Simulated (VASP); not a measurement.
Runs of VASP 6.6.1 on CaOsO3. The structure is cubic, space group Pm-3m (No. 221). The conventional cell has a = 3.952 Å, b = 3.952 Å, c = 3.952 Å, α = 90.00°, β = 90.00°, γ = 90.00°. Within 3.7 Å of Ca (site symmetry m-3m) lie 12 O at 2.79 Å and 8 Os at 3.42 Å. Os (site symmetry m-3m) has 6 O at 1.98 Å within 2.6 Å. O (site symmetry 4/mmm) has 2 Os at 1.98 Å within 2.6 Å. 

```tsv
k mesh	gap on the mesh (eV)	pressure (GPa)
4 × 4 × 4	none	(a)
6 × 6 × 6	none	(b)
7 × 7 × 7	none	-12.2
2 × 2 × 2	none	-10.5
5 × 5 × 5	none	-11.9
```

Alike in all rows: task single point; level LDA; potentials or basis VASP PAW LDA potentials, release 64 (Ca_sv, Os, O); no spin polarisation; cell as given; cutoff (eV) 520; smearing fermi-dirac 0.05 eV.

Question: Estimate the missing entries.

Answer: (a) -12.8; (b) -12.4.

Caveats: some runs use coarse meshes; spin-orbit coupling is left out, which moves the levels of the heavy elements.

A k mesh can miss the band edges, and the runs leave out spin-orbit coupling on Os.

A gap of «none» marks levels without a gap at the run's occupations.
